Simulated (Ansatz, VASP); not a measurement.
**Two plane-wave programs on ScF3**

```
Sc F
1.0
     3.85195    0.00000    0.00000
     0.00000    3.85195    0.00000
     0.00000    0.00000    3.69145
Sc F
1 3
Direct
  0.00000 0.00000 0.00000
  0.50000 0.00000 0.00000
  0.00000 0.50000 0.00000
  0.00000 0.00000 0.50000
```

Change from the starting cell: strain -0.040 along x and y, -0.080 along z, atoms carried along.

Alike in both runs: task single point; functional LDA; k mesh 6 × 6 × 6; occupations gaussian, width 0.05 eV; no spin polarisation.

|  | VASP | Ansatz |
| --- | --- | --- |
| version | VASP 6.6.1 | Ansatz 0.2.0 |
| potentials or method | VASP PAW LDA potentials, release 64 (Sc_sv, F_h), cutoff 910 eV | scalar-relativistic, plane waves, PAW |
| valence electrons in the cell | 32 | 32 |

VASP gave:

| Property | Result |
| --- | --- |
| gap on the k mesh at the Fermi level (eV) | 6.87 |
| least direct gap on the mesh (eV) | 7.40 |

**Question.** What did Ansatz give for the same quantities?

**Answer.** gap on the k mesh at the Fermi level (eV): 6.88; least direct gap on the mesh (eV): 7.44.

LDA's correlation is that of Perdew and Zunger in VASP and of Perdew and Wang (1992) in Ansatz.

Noted on VASP's run: the cutoff is short for stress, so the pressure is rough.
